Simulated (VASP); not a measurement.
# Al5P2 (C2/m) in VASP: single point with PBE

Aim: the single point of Al5P2 with PBE.

All numbers are computed with VASP 6.6.1; they aren't measurements. Logs are shortened: lines on timing, memory, paths and dates and some standing lists are left out, and cuts for length are marked.

### 1 The cell of the first run

The structure is monoclinic, space group C2/m (No. 12). Conventional cell: a = 5.641 Å, b = 5.464 Å, c = 8.620 Å, α = 90.00°, β = 103.28°, γ = 90.00°. Within 3.2 Å of Al (site symmetry 1) lie 2 P at 2.42 to 2.80 Å and 6 Al at 2.60 to 2.86 Å. Within 3.2 Å of Al (site symmetry 2/m) lie 6 P at 2.45 to 3.13 Å. P (site symmetry m) has 7 Al at 2.42 to 3.13 Å and 1 P at 3.06 Å within 3.2 Å.

The cell was built from a structure type or drawn by symmetry, and may not be a known phase.

### 2 Single point, PBE

The input, INCAR:

```
SYSTEM = Al5P2
PREC = Accurate
ENCUT = 500
EDIFF = 1E-6
ISMEAR = 0
SIGMA = 0.2
LREAL = .FALSE.
LASPH = .TRUE.
NELM = 120
ALGO = Normal
ISIF = 2
LWAVE = .FALSE.
LCHARG = .FALSE.
GGA = PE
NBANDS = 22
GGA_COMPAT = .FALSE.
```

The input, KPOINTS:

```
regular mesh
0
G
  5 5 2
  0 0 0
```

The input, POSCAR:

```
Al5P2
1.0
    2.8205152239     -2.7320286990      0.0238343404
    2.8205152239      2.7320286990      0.0238343404
   -2.0503215940      0.0000000000      8.3723999781
Al P
5 2
Direct
    0.4485484928      0.9251511198      0.6416481891
    0.0748488802      0.5514515072      0.3583518109
    0.5514515072      0.0748488802      0.3583518109
    0.9251511198      0.4485484928      0.6416481891
    0.5000000000      0.5000000000      0.0000000000
    1.0797605908      1.0797605908      0.8420709227
   -0.0797605908     -0.0797605908      0.1579290773
```

Potentials or basis: VASP PAW PBE potentials, release 64 (Al, P).

On the command line:

```console
$ cat potpaw_PBE.64/Al/POTCAR potpaw_PBE.64/P/POTCAR > POTCAR
$ mpirun -np 1 vasp_std > vasp.out
```

OUTCAR:

```text
SYSTEM = Al5P2
   PREC = Accurate
   ENCUT = 500
   EDIFF = 1E-6
   ISMEAR = 0
   LREAL = .FALSE.
   LASPH = .TRUE.
   NELM = 120
   ISIF = 2
   GGA = PE

 ion  position               nearest neighbor table
   1  0.449  0.925  0.642-   6 2.42   4 2.60   3 2.70   6 2.80   4 2.82   4 2.82   2 2.84   4 2.86

   2  0.075  0.551  0.358-   7 2.42   3 2.60   4 2.70   7 2.80   3 2.82   3 2.82   1 2.84   3 2.86

   3  0.551  0.075  0.358-   7 2.42   2 2.60   1 2.70   7 2.80   2 2.82   2 2.82   4 2.84   2 2.86

   4  0.925  0.449  0.642-   6 2.42   1 2.60   2 2.70   6 2.80   1 2.82   1 2.82   3 2.84   1 2.86

   5  0.500  0.500  0.000-   6 2.45   7 2.45   6 3.13   6 3.13   7 3.13   7 3.13
   6  0.080  0.080  0.842-   1 2.42   4 2.42   5 2.45   4 2.80   1 2.80   5 3.13   5 3.13
   7  0.920  0.920  0.158-   2 2.42   3 2.42   5 2.45   2 2.80   3 2.80   5 3.13   5 3.13

  LATTYP: Found a base centered monoclinic cell.
 ALAT       =     5.6412318527
 B/A-ratio  =     0.9685929493
 C/A-ratio  =     1.5279990627
 COS(beta)  =    -0.2296459202

  Lattice vectors:

 A1 = (   2.8205152239,  -2.7320286990,   0.0238343404)
 A2 = (   2.8205152239,   2.7320286990,   0.0238343404)
 A3 = (  -2.0503215940,   0.0000000000,   8.3723999781)

Analysis of symmetry for initial positions (statically):
=====================================================================
 Subroutine PRICEL returns:
 Original cell was already a primitive cell.

 Routine SETGRP: Setting up the symmetry group for a
 base centered monoclinic supercell.

 Subroutine GETGRP returns: Found  4 space group operations
 (whereof  4 operations were pure point group operations)
 out of a pool of  4 trial point group operations.

The static configuration has the point symmetry C_2h.

Analysis of symmetry for dynamics (positions and initial velocities):
=====================================================================
 Subroutine PRICEL returns:
 Original cell was already a primitive cell.

 Routine SETGRP: Setting up the symmetry group for a
 base centered monoclinic supercell.

 Subroutine GETGRP returns: Found  4 space group operations
 (whereof  4 operations were pure point group operations)
 out of a pool of  4 trial point group operations.

The dynamic configuration has the point symmetry C_2h.

 Subroutine INISYM returns: Found  4 space group operations
 (whereof  4 operations are pure point group operations),
 and found     1 'primitive' translations

----------------------------------------------------------------------------------------

                                     Primitive cell

  volume of cell :     129.2979

  direct lattice vectors                    reciprocal lattice vectors
     2.820515224 -2.732028699  0.023834340     0.176906484 -0.183014183  0.043322725
     2.820515224  2.732028699  0.023834340     0.176906484  0.183014183  0.043322725
    -2.050321594  0.000000000  8.372399978    -0.001007226  0.000000000  0.119193405

  length of vectors
     3.926812323  3.926812323  8.619796983     0.258199446  0.258199446  0.119197661

  position of ions in fractional coordinates (direct lattice)
     0.448548493  0.925151120  0.641648189
     0.074848880  0.551451507  0.358351811
     0.551451507  0.074848880  0.358351811
     0.925151120  0.448548493  0.641648189
     0.500000000  0.500000000  0.000000000
     0.079760591  0.079760591  0.842070923
     0.920239409  0.920239409  0.157929077

  ion indices of the primitive-cell ions
   primitive index   ion index
                 1           1
                 2           2
                 3           3
                 4           4
                 5           5
                 6           6
                 7           7

----------------------------------------------------------------------------------------

 KPOINTS: regular mesh

Automatic generation of k-mesh.
 Grid dimensions read from file:
 generate k-points for:    5    5    2

 Generating k-lattice:

  Cartesian coordinates                     Fractional coordinates (reciprocal lattice)
     0.035381297 -0.036602837  0.008664545     0.200000000  0.000000000  0.000000000
     0.035381297  0.036602837  0.008664545     0.000000000  0.200000000  0.000000000
    -0.000503613  0.000000000  0.059596703     0.000000000  0.000000000  0.500000000

  Length of vectors
     0.051639889  0.051639889  0.059598830

  Shift w.r.t. Gamma in fractional coordinates (k-lattice)
     0.000000000  0.000000000  0.000000000

 Subroutine IBZKPT returns following result:
 ===========================================

 Found     18 irreducible k-points:

 Following reciprocal coordinates:
            Coordinates               Weight
  0.000000  0.000000  0.000000      1.000000
  0.200000  0.000000  0.000000      4.000000
  0.400000  0.000000  0.000000      4.000000
  0.200000  0.200000  0.000000      2.000000
  0.400000  0.200000  0.000000      4.000000
 -0.400000  0.200000 -0.000000      4.000000
[... 10 lines left out ...]
  0.400000  0.400000  0.500000      2.000000
 -0.400000  0.400000  0.500000      2.000000
   k-points           NKPTS =     18   k-points in BZ     NKDIM =     18   number of bands    NBANDS=     22
   number of dos      NEDOS =    301   number of ions     NIONS =      7
   total plane-waves  NPLWV =  57600
   dimension x,y,z NGX =    30 NGY =   30 NGZ =   64
   dimension x,y,z NGXF=    60 NGYF=   60 NGZF=  128
   ions per type =               5   2
   NGX,Y,Z   is equivalent  to a cutoff of  12.70, 12.70, 12.34 a.u.
   NGXF,Y,Z  is equivalent  to a cutoff of  25.40, 25.40, 24.69 a.u.
 SYSTEM =  Al5P2
   PREC   = accura    normal or accurate (medium, high low for compatibility)
   ISTART =      0    job   : 0-new  1-cont  2-samecut
   ICHARG =      2    charge: 1-file 2-atom 10-const
   ISPIN  =      1    spin polarized calculation?
   LNONCOLLINEAR =      F non collinear calculations
   LSORBIT =      F    spin-orbit coupling
   LASPH  =      T    aspherical Exc in radial PAW
   ENCUT  =  500.0 eV  36.75 Ry    6.06 a.u.   7.16  7.16 15.72*2*pi/ulx,y,z
   NELM   =    120;   NELMIN=  2; NELMDL= -5     # of ELM steps
   EDIFF  = 0.1E-05   stopping-criterion for ELM
   LREAL  =      F    real-space projection
   EDIFFG = 0.1E-04   stopping-criterion for IOM
   NSW    =      0    number of steps for IOM
   IBRION =     -1    ionic relax: 0-MD 1-quasi-New 2-CG
   NFREE  =      0    steps in history (QN), initial steepest desc. (CG)
   ISIF   =      2    stress and relaxation
   ISYM   =      2    0-nonsym 1-usesym 2-fastsym
   POTIM  = 0.5000    time-step for ionic-motion
   TEBEG  =    0.0;   TEEND  =   0.0 temperature during run
   PSTRESS=    0.0 pullay stress
   NELECT =      25.0000    total number of electrons
   NUPDOWN=      -1.0000    fix difference up-down
   EMIN   =  10.00;   EMAX   =-10.00  energy-range for DOS
   EFERMI =   0.00;   METHOD = LEGACY
   ISMEAR =     0;   SIGMA  =   0.20  broadening in eV -4-tet -1-fermi 0-gaus
   EFERMI_NEDOS =   21; number of points for ismear=-14 and -15
   IALGO  =     38    algorithm
   IMIX   =      4    mixing-type and parameters
     AMIX     =   0.40;   BMIX     =  1.00
     AMIX_MAG =   1.60;   BMIX_MAG =  1.00
  volume/ion in A,a.u.               =      18.47       124.65
  Fermi-wavevector in a.u.,A,eV,Ry     =   0.946653  1.788916 12.192898  0.896153
  Thomas-Fermi vector in A             =   2.074672
   LORBIT       =      0    0 simple, 1 ext, 2 COOP (PROOUT), +10 PAW based schemes
   GGA     = PE    functional components
   LHFCALC =     F    Hartree Fock is set to
   AEXX    =    0.0000 exact exchange contribution
   IVDW    =     0    specifies the selected vdW correction
   LEPSILON=     F    determine dielectric tensor
   LRPA    =     F    only Hartree local field effects (RPA)
 non-spin polarized calculation
 Gauss-broadening in eV      SIGMA  =   0.20
  energy-cutoff  :      500.00
  volume of cell :      129.30
 maximum number of plane-waves:      3306
 NGX is ok and might be reduce to    30
   NGX = 15   NGY = 15   NGZ = 31

 number of electron      25.0000000 magnetization

 Free energy of the ion-electron system (eV)
  ---------------------------------------------------
  ext. energy  EPLUGINS =         0.00000000
  ---------------------------------------------------
  free energy    TOTEN  =       -28.83945992 eV

  energy without entropy =      -28.80280193  energy(sigma->0) =      -28.82113093

 E-fermi :   6.7566     XC(G=0):  -9.8204

 val. band max:        6.7090482404   @ k =   0.4000   0.4000   0.5000
 cond. band min:       6.8804128222   @ k =  -0.0000  -0.0000   0.5000
 fundamental gap:      0.1713645818
 Fermi energy:         6.7565960515

 k-point     1 :       0.0000    0.0000    0.0000
  band No.  band energies     occupation
      1      -5.8140      2.00000
      2      -4.7446      2.00000
      3      -2.1576      2.00000
      4       1.7234      2.00000
      5       2.2160      2.00000
      6       3.7466      2.00000
[... 14 lines left out ...]
     21      10.9207      0.00000
     22      12.4955      0.00000

 k-point     2 :       0.2000    0.0000    0.0000
  band No.  band energies     occupation
      1      -5.5410      2.00000
      2      -4.5646      2.00000
      3      -1.7903      2.00000
      4       0.8258      2.00000
      5       1.8409      2.00000
      6       2.9152      2.00000
[... 14 lines left out ...]
     21      11.3518      0.00000
     22      11.4692      0.00000

 k-point     3 :       0.4000    0.0000    0.0000
  band No.  band energies     occupation
      1      -4.9125      2.00000
      2      -4.2551      2.00000
      3      -1.1535      2.00000
      4      -0.2719      2.00000
      5       0.4523      2.00000
      6       1.7365      2.00000
[... 14 lines left out ...]
     21      10.6654      0.00000
     22      11.2173      0.00000
[... 326 lines left out ...]
 k-point    17 :       0.4000    0.4000    0.5000
  band No.  band energies     occupation
      1      -4.1252      2.00000
      2      -3.8235      2.00000
      3       0.1145      2.00000
      4       0.6475      2.00000
      5       0.8955      2.00000
      6       1.2312      2.00000
[... 14 lines left out ...]
     21      12.6270      0.00000
     22      12.8790      0.00000

 k-point    18 :      -0.4000    0.4000    0.5000
  band No.  band energies     occupation
      1      -4.1183      2.00000
      2      -3.7987      2.00000
      3       0.0321      2.00000
      4       0.3872      2.00000
      5       1.0266      2.00000
      6       1.4426      2.00000
[... 14 lines left out ...]
     21      12.8180      0.00000
     22      13.4447      0.00000

------------------------ aborting loop because EDIFF is reached ----------------------------------------

  FORCE on cell =-STRESS in cart. coord.  units (eV):
  Direction    XX          YY          ZZ          XY          YZ          ZX
  --------------------------------------------------------------------------------------
  -------------------------------------------------------------------------------------
  Total       -0.0587063     -0.2317077     -0.1393692      0.0000000      0.0000000     -0.0345562
  in kB       -0.7274509     -2.8711746     -1.7269749      0.0000000      0.0000000     -0.4281990
  external PRESSURE =      -1.7752001 kB  Pullay stress =       0.0000000 kB

 VOLUME and BASIS-vectors are now :
 -----------------------------------------------------------------------------
  energy-cutoff  :      500.00
  volume of cell :      129.30
      direct lattice vectors                 reciprocal lattice vectors
     2.820515224 -2.732028699  0.023834340     0.176906484 -0.183014183  0.043322725
     2.820515224  2.732028699  0.023834340     0.176906484  0.183014183  0.043322725
    -2.050321594  0.000000000  8.372399978    -0.001007226  0.000000000  0.119193405

 POSITION                                       TOTAL-FORCE (eV/Angst)
 -----------------------------------------------------------------------------------
      2.55896      1.30209      5.40488        -0.006050     -0.026150      0.009107
      1.03175      1.30209      3.01519         0.006050     -0.026150     -0.009107
      1.03175     -1.30209      3.01519         0.006050      0.026150     -0.009107
      2.55896     -1.30209      5.40488        -0.006050      0.026150      0.009107
      2.82052      0.00000      0.02383        -0.000000      0.000000      0.000000
     -1.27658      0.00000      7.05396        -0.003481      0.000000     -0.016282
      4.86729      0.00000      1.36611         0.003481      0.000000      0.016282
 -----------------------------------------------------------------------------------
    total drift:                                0.000000      0.000000     -0.000000

  FREE ENERGIE OF THE ION-ELECTRON SYSTEM (eV)
  ---------------------------------------------------
  free  energy   TOTEN  =       -28.8394599227 eV

  energy  without entropy=      -28.8028019299  energy(sigma->0) =      -28.82113093
```

Wall time 90 s (1 thread of Intel Xeon 8259CL, shared host); peak memory 0.23 GiB.

Results:

```yaml
Free_energy: -28.8395 eV
Pressure: -0.2 GPa
Largest_force: 0.028 eV/Å
Band_gap_on_the_k_mesh: zero (an odd number of electrons rules out a gap without spin polarisation)
```

Forces in eV/Å, atoms in the order of the input:
```
Al  -0.006 -0.026  0.009
Al   0.006 -0.026 -0.009
Al   0.006  0.026 -0.009
Al  -0.006  0.026  0.009
Al   0.000  0.000  0.000
P   -0.003  0.000 -0.016
P    0.003  0.000  0.016
```

Caveat: the k points lie up to 0.37 Å⁻¹ apart, too coarse for converged energies and pressures of a metal.
